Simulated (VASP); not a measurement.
# LiF (R-3m) in VASP: a series of runs

The runs below take LiF through single point, with PBE.

All numbers are computed with VASP 6.6.1; they aren't measurements. Logs are shortened: lines on timing, memory, paths and dates and some standing lists are left out, and cuts for length are marked.

### Step 1. The cell of the first run

Symmetry: R-3m, No. 166, trigonal system. The conventional cell has a = 2.261 Å, b = 2.261 Å, c = 11.075 Å, α = 90.00°, β = 90.00°, γ = 120.00°. Li (site symmetry -3m) has 6 Li at 2.26 Å and 6 F at 2.26 Å within 3.0 Å. Within 3.0 Å of F (site symmetry -3m) lie 6 F at 2.26 Å and 6 Li at 2.26 Å.

### Step 2. Single point, PBE

Contents of INCAR:

```
  ALGO = Normal
  EDIFF = 1E-6
  ENCUT = 520
  GGA = PE
  ISIF = 2
  ISMEAR = 0
  LASPH = T
  LCHARG = F
  LREAL = F
  LWAVE = F
  NBANDS = 12
  NELM = 80
  PREC = Accurate
  SIGMA = 0.05
```

Contents of KPOINTS:

```
k-points
0
Gamma
  12 12 12
```

Contents of POSCAR:

```
LiF
1.0
    1.0656752396      2.6641880989      2.6641880989
    2.6641880989      1.0656752396      2.6641880989
    2.6641880989      2.6641880989      1.0656752396
Li F
1 1
Direct
    0.0000000000      0.0000000000      0.0000000000
    0.5000000000      0.5000000000      0.5000000000
```

Potentials or basis: VASP PAW PBE potentials, release 64 (Li_sv, F).

On the command line:

```sh
> cat potpaw_PBE.64/Li_sv/POTCAR potpaw_PBE.64/F/POTCAR > POTCAR
> mpirun -np 1 vasp_std > vasp.out
```

OUTCAR:

```text
EDIFF = 1E-6
   ENCUT = 520
   GGA = PE
   ISIF = 2
   ISMEAR = 0
   LASPH = T
   LREAL = F
   NELM = 80
   PREC = Accurate

 ion  position               nearest neighbor table
   1  0.000  0.000  0.000-
   2  0.500  0.500  0.500-

  LATTYP: Found a trigonal (rhomboedric) cell.
 ALAT       =     3.9155408527
 COS(alpha) =     0.8333333333

  Lattice vectors:

 A1 = (   1.0656752396,   2.6641880989,   2.6641880989)
 A2 = (   2.6641880989,   1.0656752396,   2.6641880989)
 A3 = (   2.6641880989,   2.6641880989,   1.0656752396)

Analysis of symmetry for initial positions (statically):
=====================================================================
 Subroutine PRICEL returns:
 Original cell was already a primitive cell.

 Routine SETGRP: Setting up the symmetry group for a
 trigonal (rhombohedral) supercell.

 Subroutine GETGRP returns: Found 12 space group operations
 (whereof 12 operations were pure point group operations)
 out of a pool of 12 trial point group operations.

The static configuration has the point symmetry D_3d.

Analysis of symmetry for dynamics (positions and initial velocities):
=====================================================================
 Subroutine PRICEL returns:
 Original cell was already a primitive cell.

 Routine SETGRP: Setting up the symmetry group for a
 trigonal (rhombohedral) supercell.

 Subroutine GETGRP returns: Found 12 space group operations
 (whereof 12 operations were pure point group operations)
 out of a pool of 12 trial point group operations.

The dynamic configuration has the point symmetry D_3d.

 Subroutine INISYM returns: Found 12 space group operations
 (whereof 12 operations are pure point group operations),
 and found     1 'primitive' translations

----------------------------------------------------------------------------------------

                                     Primitive cell

  volume of cell :      16.3384

  direct lattice vectors                    reciprocal lattice vectors
     1.065675240  2.664188099  2.664188099    -0.364922515  0.260658939  0.260658939
     2.664188099  1.065675240  2.664188099     0.260658939 -0.364922515  0.260658939
     2.664188099  2.664188099  1.065675240     0.260658939  0.260658939 -0.364922515

  length of vectors
     3.915540853  3.915540853  3.915540853     0.518704740  0.518704740  0.518704740

  position of ions in fractional coordinates (direct lattice)
     0.000000000  0.000000000  0.000000000
     0.500000000  0.500000000  0.500000000

  ion indices of the primitive-cell ions
   primitive index   ion index
                 1           1
                 2           2

----------------------------------------------------------------------------------------

 KPOINTS: k-points

Automatic generation of k-mesh.
 Grid dimensions read from file:
 generate k-points for:   12   12   12

 Generating k-lattice:

  Cartesian coordinates                     Fractional coordinates (reciprocal lattice)
    -0.030410210  0.021721578  0.021721578     0.083333333  0.000000000  0.000000000
     0.021721578 -0.030410210  0.021721578     0.000000000  0.083333333  0.000000000
     0.021721578  0.021721578 -0.030410210     0.000000000  0.000000000  0.083333333

  Length of vectors
     0.043225395  0.043225395  0.043225395

  Shift w.r.t. Gamma in fractional coordinates (k-lattice)
     0.000000000  0.000000000  0.000000000

 Subroutine IBZKPT returns following result:
 ===========================================

 Found    189 irreducible k-points:

 Following reciprocal coordinates:
            Coordinates               Weight
  0.000000  0.000000  0.000000      1.000000
  0.083333  0.000000  0.000000      6.000000
  0.166667  0.000000  0.000000      6.000000
  0.250000  0.000000  0.000000      6.000000
  0.333333 -0.000000 -0.000000      6.000000
  0.416667  0.000000  0.000000      6.000000
[... 16 lines left out ...]
  0.500000  0.166667 -0.000000     12.000000
 -0.416667  0.166667 -0.000000     12.000000
 [... further k-points ...]
   k-points           NKPTS =    189   k-points in BZ     NKDIM =    189   number of bands    NBANDS=     12
   number of dos      NEDOS =    301   number of ions     NIONS =      2
   total plane-waves  NPLWV =  27000
   dimension x,y,z NGX =    30 NGY =   30 NGZ =   30
   dimension x,y,z NGXF=    60 NGYF=   60 NGZF=   60
   ions per type =               1   1
   NGX,Y,Z   is equivalent  to a cutoff of  12.74, 12.74, 12.74 a.u.
   NGXF,Y,Z  is equivalent  to a cutoff of  25.47, 25.47, 25.47 a.u.
 SYSTEM =  unknown system
   PREC   = accura    normal or accurate (medium, high low for compatibility)
   ISTART =      0    job   : 0-new  1-cont  2-samecut
   ICHARG =      2    charge: 1-file 2-atom 10-const
   ISPIN  =      1    spin polarized calculation?
   LNONCOLLINEAR =      F non collinear calculations
   LSORBIT =      F    spin-orbit coupling
   LASPH  =      T    aspherical Exc in radial PAW
   ENCUT  =  520.0 eV  38.22 Ry    6.18 a.u.   7.28  7.28  7.28*2*pi/ulx,y,z
   NELM   =     80;   NELMIN=  2; NELMDL= -5     # of ELM steps
   EDIFF  = 0.1E-05   stopping-criterion for ELM
   LREAL  =      F    real-space projection
   EDIFFG = 0.1E-04   stopping-criterion for IOM
   NSW    =      0    number of steps for IOM
   IBRION =     -1    ionic relax: 0-MD 1-quasi-New 2-CG
   NFREE  =      0    steps in history (QN), initial steepest desc. (CG)
   ISIF   =      2    stress and relaxation
   ISYM   =      2    0-nonsym 1-usesym 2-fastsym
   POTIM  = 0.5000    time-step for ionic-motion
   TEBEG  =    0.0;   TEEND  =   0.0 temperature during run
   PSTRESS=    0.0 pullay stress
   NELECT =      10.0000    total number of electrons
   NUPDOWN=      -1.0000    fix difference up-down
   EMIN   =  10.00;   EMAX   =-10.00  energy-range for DOS
   EFERMI =   0.00;   METHOD = LEGACY
   ISMEAR =     0;   SIGMA  =   0.05  broadening in eV -4-tet -1-fermi 0-gaus
   EFERMI_NEDOS =   21; number of points for ismear=-14 and -15
   IALGO  =     38    algorithm
   IMIX   =      4    mixing-type and parameters
     AMIX     =   0.40;   BMIX     =  1.00
     AMIX_MAG =   1.60;   BMIX_MAG =  1.00
  volume/ion in A,a.u.               =       8.17        55.13
  Fermi-wavevector in a.u.,A,eV,Ry     =   1.389970  2.626662 26.286674  1.932016
  Thomas-Fermi vector in A             =   2.513950
   LORBIT       =      0    0 simple, 1 ext, 2 COOP (PROOUT), +10 PAW based schemes
   GGA     = PE    functional components
   LHFCALC =     F    Hartree Fock is set to
   AEXX    =    0.0000 exact exchange contribution
   IVDW    =     0    specifies the selected vdW correction
   LEPSILON=     F    determine dielectric tensor
   LRPA    =     F    only Hartree local field effects (RPA)
 non-spin polarized calculation
 Gauss-broadening in eV      SIGMA  =   0.05
  energy-cutoff  :      520.00
  volume of cell :       16.34
 maximum number of plane-waves:       457
 NGX is ok and might be reduce to    30

 number of electron      10.0000000 magnetization

 number of electron       9.9999998 magnetization

 Free energy of the ion-electron system (eV)
  ---------------------------------------------------
  ext. energy  EPLUGINS =         0.00000000
  ---------------------------------------------------
  free energy    TOTEN  =        -6.18923133 eV

  energy without entropy =       -6.18923133  energy(sigma->0) =       -6.18923133

 E-fermi :   3.9126     XC(G=0): -10.1498

 val. band max:        3.5499618900   @ k =   0.0000   0.0000   0.0000
 cond. band min:       4.5793124077   @ k =   0.0000   0.0000   0.0000
 fundamental gap:      1.0293505176
 Fermi energy:         3.9126446161

 k-point     1 :       0.0000    0.0000    0.0000
  band No.  band energies     occupation
      1     -44.5495      2.00000
      2     -19.5915      2.00000
      3      -2.4478      2.00000
      4       3.5500      2.00000
      5       3.5500      2.00000
      6       4.5793      0.00000
      7      13.8201      0.00000
      8      21.0520      0.00000
      9      28.1073      0.00000
     10      28.1073      0.00000
     11      34.2688      0.00000
     12      34.2688      0.00000

 k-point     2 :       0.0833    0.0000    0.0000
  band No.  band energies     occupation
      1     -44.5334      2.00000
      2     -19.4804      2.00000
      3      -2.3132      2.00000
      4       2.9992      2.00000
      5       3.4741      2.00000
      6       4.8037      0.00000
      7      13.8295      0.00000
      8      21.2920      0.00000
      9      26.9630      0.00000
     10      27.0710      0.00000
     11      32.0549      0.00000
     12      34.8849      0.00000

 k-point     3 :       0.1667    0.0000    0.0000
  band No.  band energies     occupation
      1     -44.4898      2.00000
      2     -19.1656      2.00000
      3      -1.9314      2.00000
      4       1.8383      2.00000
      5       3.2709      2.00000
      6       5.1119      0.00000
      7      13.8509      0.00000
      8      21.5651      0.00000
      9      24.5082      0.00000
     10      25.2442      0.00000
     11      30.4028      0.00000
     12      32.5980      0.00000
[... 286 lines left out ...]
 k-point    23 :       0.5000    0.1667   -0.0000
  band No.  band energies     occupation
      1     -44.3096      2.00000
      2     -17.6293      2.00000
      3      -1.4696      2.00000
      4      -0.2279      2.00000
      5       1.4686      2.00000
      6       6.6971      0.00000
      7      13.8467      0.00000
      8      15.5558      0.00000
      9      20.8579      0.00000
     10      23.7289      0.00000
     11      25.3573      0.00000
     12      31.6655      0.00000

 k-point    24 :      -0.4167    0.1667   -0.0000
  band No.  band energies     occupation
      1     -44.2956      2.00000
      2     -17.4894      2.00000
      3      -1.7111      2.00000
      4       0.0148      2.00000
      5       1.3204      2.00000
      6       6.7143      0.00000
      7      13.1460      0.00000
      8      15.9214      0.00000
      9      20.8157      0.00000
     10      22.9471      0.00000
     11      25.2279      0.00000
     12      31.7053      0.00000

 [... further k-points ...]

------------------------ aborting loop because EDIFF is reached ----------------------------------------

  FORCE on cell =-STRESS in cart. coord.  units (eV):
  Direction    XX          YY          ZZ          XY          YZ          ZX
  --------------------------------------------------------------------------------------
  -------------------------------------------------------------------------------------
  Total        1.9186969      1.9186969      1.9186969     -5.8786803     -5.8786803     -5.8786803
  in kB      188.1518843    188.1518843    188.1518843   -576.4770568   -576.4770568   -576.4770568
  external PRESSURE =     188.1518843 kB  Pullay stress =       0.0000000 kB

 VOLUME and BASIS-vectors are now :
 -----------------------------------------------------------------------------
  energy-cutoff  :      520.00
  volume of cell :       16.34
      direct lattice vectors                 reciprocal lattice vectors
     1.065675240  2.664188099  2.664188099    -0.364922515  0.260658939  0.260658939
     2.664188099  1.065675240  2.664188099     0.260658939 -0.364922515  0.260658939
     2.664188099  2.664188099  1.065675240     0.260658939  0.260658939 -0.364922515

 POSITION                                       TOTAL-FORCE (eV/Angst)
 -----------------------------------------------------------------------------------
      0.00000      0.00000      0.00000        -0.000000      0.000000     -0.000000
      3.19703      3.19703      3.19703         0.000000     -0.000000      0.000000
 -----------------------------------------------------------------------------------
    total drift:                                0.000000      0.000000      0.000000

  FREE ENERGIE OF THE ION-ELECTRON SYSTEM (eV)
  ---------------------------------------------------
  free  energy   TOTEN  =        -6.1892313282 eV

  energy  without entropy=       -6.1892313282  energy(sigma->0) =       -6.18923133
```

Run time: 44 s. Hardware: 1 thread of AMD EPYC 9R45 (Zen 5), shared host; peak memory 0.15 GiB.

What came out:

- Free energy: -6.1892 eV
- Band gap on the k mesh: 1.03 eV, direct

Levels at points of the mesh, in eV from the valence-band top:
```
           k point  band 1  band 2  band 3  band 4  band 5  band 6  band 7  band 8  band 9  band 10
(0.00, 0.00, 0.00)  -48.10  -23.14   -6.00    0.00    0.00    1.03   10.27   17.50   24.56    24.56
(0.50, 0.00, 0.00)  -47.86  -21.17   -5.68   -3.56   -1.06    2.16   11.35   12.19   17.77    19.57
(0.50, 0.50, 0.00)  -47.86  -21.14   -5.86   -4.28   -1.09    4.33    9.91   14.55   15.68    18.40
(0.50, 0.50, 0.50)  -48.10  -23.16   -6.57    0.00    0.00    4.51    6.14   21.88   24.08    24.08
```

Caveat: the cutoff is under 1.25 times the usual one of these potentials, so pressure, stress and relaxed cells hold a basis-set (Pulay) error. A k mesh can miss the band edges.

### Step 3. Single point, PBE

This run uses another cell than the first one, of the same volume but with other edges.

Contents of INCAR:

```
SYSTEM = LiF
ALGO = Normal ; EDIFF = 1E-7
ENCUT = 520 ; GGA = PE
ISIF = 2 ; ISMEAR = 0
LASPH = .TRUE. ; LCHARG = .TRUE.
LELF = .TRUE. ; LREAL = .FALSE.
LVHAR = .TRUE. ; LWAVE = .FALSE.
NBANDS = 12 ; NELM = 100
PREC = Accurate ; SIGMA = 0.05
```

Contents of KPOINTS:

```
k-points
0
G
  12 12 12
  0 0 0
```

Contents of POSCAR:

```
LiF
1.0
    0.4909218472      2.2869773857      2.2869773857
    2.2869773857      0.4909218472      2.2869773857
    2.2869773857      2.2869773857      0.4909218472
Li F
1 1
Direct
    0.0000000000      0.0000000000      0.0000000000
    0.5000000000      0.5000000000      0.5000000000
```

Potentials or basis: VASP PAW PBE potentials, release 64 (Li_sv, F).

On the command line:

```sh
> cat potpaw_PBE.64/Li_sv/POTCAR potpaw_PBE.64/F/POTCAR > POTCAR
> mpirun -np 1 vasp_std > vasp.out
```

It took 26 s on 1 thread of AMD EPYC 9R45 (Zen 5), shared host; peak memory 0.12 GiB.

The run converged. Its results:

* Free energy: -8.9643 eV
* Band gap on the k mesh: 6.96 eV, direct

Levels at points of the mesh, in eV from the valence-band top:
```
           k point  band 3  band 4  band 5  band 6  band 7  band 8
(0.00, 0.00, 0.00)   -2.56    0.00    0.00    6.96   18.15   18.81
(0.50, 0.00, 0.00)   -3.63   -1.84   -0.64    7.93   15.85   16.25
(0.50, 0.50, 0.00)   -4.01   -2.66   -0.84   11.48   14.01   17.82
(0.50, 0.50, 0.50)   -3.92   -0.04   -0.04   10.94   11.58   22.27
```

Caveat: the cutoff is under 1.25 times the usual one of these potentials, so pressure, stress and relaxed cells hold a basis-set (Pulay) error. A k mesh can miss the band edges.

(Part 1 of 2 ends here.)
